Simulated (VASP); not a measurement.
# Si (Fd-3m) in VASP: notebook, part 2 of 2

VASP 6.6.1. The steps go on from the part before.

### Step 4. Relaxation of cell and atoms, PBE, target pressure 260 GPa, at which the enthalpy is minimised

This run uses another cell than the first one, of 7.70 Å³/atom, 0.778 times its volume.

INCAR reads:

```
ALGO = Normal
EDIFF = 1E-6
EDIFFG = -0.005
ENCUT = 600
GGA = PE
IBRION = 2
ISIF = 3
ISMEAR = -1
LASPH = True
LCHARG = False
LREAL = False
LWAVE = False
NELM = 100
NSW = 60
PREC = Accurate
PSTRESS = 2600.0
SIGMA = 0.05
```

KPOINTS reads:

```
k-points
0
Gamma
  15 15 15
```

POSCAR reads:

```
Si
1.0
    0.0000000000      1.9748532490      1.9748532490
    1.9748532490      0.0000000000      1.9748532490
    1.9748532490      1.9748532490      0.0000000000
Si
2
Direct
   -0.1250000000     -0.1250000000     -0.1250000000
    0.1250000000      0.1250000000      0.1250000000
```

Potentials or basis: VASP PAW PBE potentials, release 64 (Si).

Started as:

```console
> cat potpaw_PBE.64/Si/POTCAR > POTCAR
> mpirun -np 1 vasp_std > vasp.out
```

OUTCAR:

```text
EDIFF = 1E-6
   EDIFFG = -0.005
   ENCUT = 600
   GGA = PE
   IBRION = 2
   ISIF = 3
   ISMEAR = -1
   LASPH = True
   LREAL = False
   NELM = 100
   NSW = 60
   PREC = Accurate
   PSTRESS = 2600.0

 ion  position               nearest neighbor table
   1  0.875  0.875  0.875-   2 1.71   2 1.71   2 1.71   2 1.71
   2  0.125  0.125  0.125-   1 1.71   1 1.71   1 1.71   1 1.71

  LATTYP: Found a face centered cubic cell.
 ALAT       =     3.9497064980

  Lattice vectors:

 A1 = (   0.0000000000,   1.9748532490,   1.9748532490)
 A2 = (   1.9748532490,   0.0000000000,   1.9748532490)
 A3 = (   1.9748532490,   1.9748532490,   0.0000000000)

Analysis of symmetry for initial positions (statically):
=====================================================================
 Subroutine PRICEL returns:
 Original cell was already a primitive cell.

 Routine SETGRP: Setting up the symmetry group for a
 face centered cubic supercell.

 Subroutine GETGRP returns: Found 48 space group operations
 (whereof 12 operations were pure point group operations)
 out of a pool of 48 trial point group operations.

The static configuration has the point symmetry D_3d.
 The point group associated with its full space group is O_h .

Analysis of symmetry for dynamics (positions and initial velocities):
[... 163 lines left out ...]

  FORCE on cell =-STRESS in cart. coord.  units (eV):
  Direction    XX          YY          ZZ          XY          YZ          ZX
  --------------------------------------------------------------------------------------
  -------------------------------------------------------------------------------------
  Total       51.6379019     51.6379019     51.6379019     -0.0000000     -0.0000000     -0.0000000
  in kB     5370.8705944   5370.8705944   5370.8705944     -0.0000000     -0.0000000     -0.0000000
  external PRESSURE =    2770.8705944 kB  Pullay stress =    2600.0000000 kB
[... 25 lines left out ...]
--------------------------------------- Ionic step        2  -------------------------------------------

 number of electron       8.0000006 magnetization

 E-fermi :   1.5905     XC(G=0):  -7.4493

 val. band max:        1.5535576698   @ k =   0.4667   0.0000   0.0000
 cond. band min:       1.5917385498   @ k =   0.0000   0.0000   0.0000
 fundamental gap:      0.0381808800
 Fermi energy:         1.5904987093

 k-point     1 :       0.0000    0.0000    0.0000
  band No.  band energies     occupation
      1      -7.4940      2.00000
      2       0.0243      2.00000
      3       1.5917      0.98760
      4       1.5917      0.98759
      5       1.5917      0.98759
      6       3.7876      0.00000
      7       3.7876      0.00000
      8       3.7876      0.00000
[... 480 lines left out ...]
--------------------------------------- Ionic step        8  -------------------------------------------

 number of electron       7.9999999 magnetization

 Free energy of the ion-electron system (eV)
  ---------------------------------------------------
  ext. energy  EPLUGINS =         0.00000000
  ---------------------------------------------------
  free energy    TOTEN  =        -1.19943780 eV

  energy without entropy =       -1.19504516  energy(sigma->0) =       -1.19724148

 E-fermi :  14.9304     XC(G=0): -12.4538

 val. band max:       14.9208603342   @ k =   0.2000   0.0667   0.0000
 cond. band min:      14.9418668014   @ k =  -0.4667   0.4667   0.0667
 fundamental gap:      0.0210064672
 Fermi energy:        14.9303610552

 k-point     1 :       0.0000    0.0000    0.0000
  band No.  band energies     occupation
      1      -2.7690      2.00000
      2      15.6472      0.00000
      3      15.6472      0.00000
      4      15.6472      0.00000
      5      18.1688      0.00000
      6      18.1688      0.00000
      7      18.1688      0.00000
      8      23.1661      0.00000
[... 286 lines left out ...]
  energy  without entropy=       -1.1950451604  energy(sigma->0) =       -1.19724148

  enthalpy is  TOTEN    =        30.9375026678 eV   P V=       32.1369404652

 reached required accuracy - stopping structural energy minimisation
```

OSZICAR:

```text
N       E                     dE             d eps       ncg     rms          rms(c)
DAV:   1     0.275754019878E+02    0.27575E+02   -0.43463E+03  1952   0.100E+03
DAV:   2     0.825800621574E+01   -0.19317E+02   -0.18670E+02  2928   0.103E+02
DAV:   3     0.806630007210E+01   -0.19171E+00   -0.18779E+00  2280   0.120E+01
[... 68 lines left out ...]
DAV:   3    -0.119947393346E+01    0.13898E-02   -0.28595E-03  2080   0.309E-01    0.824E-02
DAV:   4    -0.119946406916E+01    0.98643E-05   -0.32793E-05  2680   0.564E-02    0.563E-02
DAV:   5    -0.119943846729E+01    0.25602E-04   -0.31449E-06  2304   0.171E-02    0.122E-02
DAV:   6    -0.119943724017E+01    0.12271E-05   -0.66506E-08  1000   0.264E-03    0.504E-03
DAV:   7    -0.119943779739E+01   -0.55723E-06   -0.10315E-08   968   0.991E-04
   8 F= 0.30937503E+02 E0= 0.30939699E+02  d E =-.112407E-02
```

Wall time 41 s (1 thread of Intel Xeon 6975P-C (Granite Rapids), shared host); peak memory 0.14 GiB.

What came out:

| Quantity | Value |
| --- | --- |
| Free energy | -1.1994 eV |
| Relaxed volume | 9.90 Å³/atom |
| Relaxed cell | a = 3.037 Å, b = 3.037 Å, c = 3.037 Å, α = 60.00°, β = 60.00°, γ = 60.00° |
| Space group after relaxing (to 0.05 Å) | Fd-3m (No. 227) |
| Energy change on relaxing (the enthalpy is what falls) | -5213.4 meV/atom |
| Ionic steps | 8 |
| Pressure after relaxing | 260.0 GPa |
| Band gap on the k mesh | zero (band 4 reaches 15.65 eV, above the bottom of band 5 at 14.05 eV) |

The path:
| step | energy change (eV) | largest force (eV/Å) | pressure (GPa) | volume (Å³) |
| --- | --- | --- | --- | --- |
| 1 | 0.0000 | 0.0000 | 537.09 | 15.40 |
| 2 | -18.1318 | 0.0000 | -13.56 | 68.27 |
| 3 | -16.0366 | 0.0000 | 120.41 | 24.77 |
| 4 | -11.0679 | 0.0000 | 243.78 | 20.21 |
| 5 | -10.4224 | 0.0000 | 260.09 | 19.80 |
| 6 | -10.5763 | 0.0000 | 256.19 | 19.90 |
| 7 | -9.6435 | 0.0000 | 279.83 | 19.34 |
| 8 | -10.4269 | 0.0000 | 259.97 | 19.80 |

Final structure:
```
Si
1.0
     0.00000    2.14736    2.14736
     2.14736    0.00000    2.14736
     2.14736    2.14736    0.00000
Si
2
Direct
  0.87500 0.87500 0.87500
  0.12500 0.12500 0.12500
```

Caveat: the cell is relaxed towards a set pressure, so the enthalpy falls and the energy may rise; the volume moved by over 15 % at a fixed basis, so the end points are rough.

### Step 5. Relaxation of cell and atoms, PBE, target pressure 260 GPa, at which the enthalpy is minimised

INCAR reads:

```
SYSTEM = Si
PREC = Accurate
ENCUT = 600
EDIFF = 1E-7
ISMEAR = -1
SIGMA = 0.05
LREAL = .FALSE.
LASPH = .TRUE.
NELM = 100
ALGO = Normal
ISIF = 3
LWAVE = .FALSE.
LCHARG = .FALSE.
GGA = PE
IBRION = 2
NSW = 32
EDIFFG = -0.005
PSTRESS = 2600.0
```

KPOINTS reads:

```
regular mesh
0
G
  15 15 15
  0 0 0
```

POSCAR reads:

```
Si
1.0
    0.0000000000      2.1473242006      2.1473242006
    2.1473242006      0.0000000000      2.1473242006
    2.1473242006      2.1473242006      0.0000000000
Si
2
Direct
   -0.1250000000     -0.1250000000     -0.1250000000
    0.1250000000      0.1250000000      0.1250000000
```

Started as:

```console
> cat potpaw_PBE.64/Si/POTCAR > POTCAR
> mpirun -np 1 vasp_std > vasp.out
```

Run time: 8.5 s. Hardware: 1 thread of Intel Xeon 6975P-C (Granite Rapids), shared host; peak memory 0.14 GiB.

The run converged. Its results:

```yaml
Free_energy: -1.1989 eV
Pressure_after_relaxing: 260.0 GPa
Band_gap_on_the_k_mesh: zero (band 4 reaches 15.65 eV, above the bottom of band 5 at 14.05 eV)
```

Final structure:
```yaml
crystal:
  lattice:
    - [0.00000, 2.14732, 2.14732]
    - [2.14732, 0.00000, 2.14732]
    - [2.14732, 2.14732, 0.00000]
  atoms:
    - { symbol: Si, position: [0.87500, 0.87500, 0.87500] }
    - { symbol: Si, position: [0.12500, 0.12500, 0.12500] }
```

Levels at points of the mesh, in eV from the Fermi level:
```tsv
k point	band 1	band 2	band 3	band 4	band 5	band 6	band 7	band 8
(0.00, 0.00, 0.00)	-17.70	0.72	0.72	0.72	3.24	3.24	3.24	8.24
```

Caveat: the relaxation stopped at its first step, so nothing moved; the cell is relaxed towards a set pressure, so the enthalpy falls and the energy may rise.

### Step 6. Summary

```csv
task,cell,cutoff (eV),gap on the mesh (eV),pressure (GPa)
single point,"a = 3.037 Å, angles 60.0°, 2 atoms",520,none,260.0
single point,"a = 3.036 Å, angles 60.0°, 2 atoms",520,none,260.8
relaxation of cell and atoms,"relaxed to 260 GPa from a = 2.793 Å, angles 60.0°, 2 atoms",600,none,260.0
relaxation of cell and atoms,"relaxed to 260 GPa from a = 3.037 Å, angles 60.0°, 2 atoms",600,none,260.0
```

Alike in all rows: level PBE; potentials or basis VASP PAW PBE potentials, release 64 (Si); no spin polarisation; k mesh 15 × 15 × 15; smearing fermi-dirac 0.05 eV.

Caveats: the cell is relaxed towards a set pressure, so the enthalpy falls and the energy may rise (some runs); the volume moved by over 15 % at a fixed basis, so the end points are rough (some runs); the relaxation stopped at its first step, so nothing moved (some runs).

Total energies depend on the potentials used, so only differences within one code and one set of settings carry meaning.
